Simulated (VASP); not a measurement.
# In4O: relaxation of cell and atoms with PBE

Crystal: In4O.

```
In O
1.0
    -3.25935    3.25935    3.25935
     3.25935   -3.25935    3.25935
     3.25935    3.25935   -3.25935
In O
4 1
Direct
  0.40137 0.40137 0.40137
  0.59863 0.00000 0.00000
  0.00000 0.00000 0.59863
  0.00000 0.59863 0.00000
  0.00000 0.00000 0.00000
```

The cell was built from a structure type or drawn by symmetry, and may not be a known phase.

| Quantity | Value |
| --- | --- |
| Program | VASP 6.6.1 |
| Task | relaxation of cell and atoms |
| Functional | PBE |
| Potentials or basis | VASP PAW PBE potentials, release 64 (In_d, O) |
| Cutoff | 600 eV |
| k mesh | 8 × 8 × 8 |
| Occupations | gaussian, width 0.1 eV |
| Spin | no spin polarisation |
| Dipole correction | no |
| Further INCAR settings | ALGO = Normal; EDIFF = 1e-06; IBRION = 2; EDIFFG = -0.01; NSW = 100; ISIF = 3 |

```yaml
Relaxed_volume: 27.10 Å³/atom
Relaxed_cell: a = 5.604 Å, b = 5.604 Å, c = 5.604 Å, α = 109.47°, β = 109.47°, γ = 109.47°
Space_group_after_relaxing_to_0.1_Å: I-43m (No. 217)
Energy_gained_by_relaxing: 1.0 meV/atom
Ionic_steps: 8
Pressure_after_relaxing: 0.0 GPa
Band_gap_on_the_k_mesh: zero (bands 29 and 30 overlap by 3.40 eV)
```

Step by step:
```tsv
step	energy change (eV)	largest force (eV/Å)	pressure (GPa)	volume (Å³)
1	0.0000	0.0119	-0.48	138.50
2	-0.0030	0.0599	0.04	136.86
3	-0.0029	0.0574	-0.09	136.90
4	-0.0036	0.0430	-0.10	136.69
5	-0.0047	0.0021	-0.09	136.04
6	-0.0048	0.0096	-0.10	135.85
7	-0.0048	0.0097	0.07	135.21
8	-0.0049	0.0009	0.00	135.50
```

Final structure:
```
CELL_PARAMETERS angstrom
-3.23567 3.23567 3.23567
3.23567 -3.23567 3.23567
3.23567 3.23567 -3.23567
ATOMIC_POSITIONS crystal
In 0.40384 0.40384 0.40384
In 0.59616 0.00000 0.00000
In 0.00000 0.00000 0.59616
In 0.00000 0.59616 0.00000
O 0.00000 0.00000 0.00000
```

Levels at points of the mesh, in eV from the Fermi level:
| k point | band 27 | band 28 | band 29 | band 30 | band 31 | band 32 |
| --- | --- | --- | --- | --- | --- | --- |
| (0.00, 0.00, 0.00) | -1.89 | -1.89 | 0.14 | 0.14 | 0.14 | 2.22 |
| (0.50, 0.00, 0.00) | -2.58 | -1.13 | -0.29 | 0.17 | 1.74 | 2.60 |
| (0.50, 0.50, 0.50) | -2.14 | -2.14 | -2.14 | -1.07 | 1.58 | 2.23 |

Run time: 20 min on 1 thread of Intel(R) Xeon(R) Platinum 8488C (Sapphire Rapids) (shared host), peak memory 0.42 GiB.

Caveat: spin-orbit coupling is left out, which moves the levels of the heavy elements.
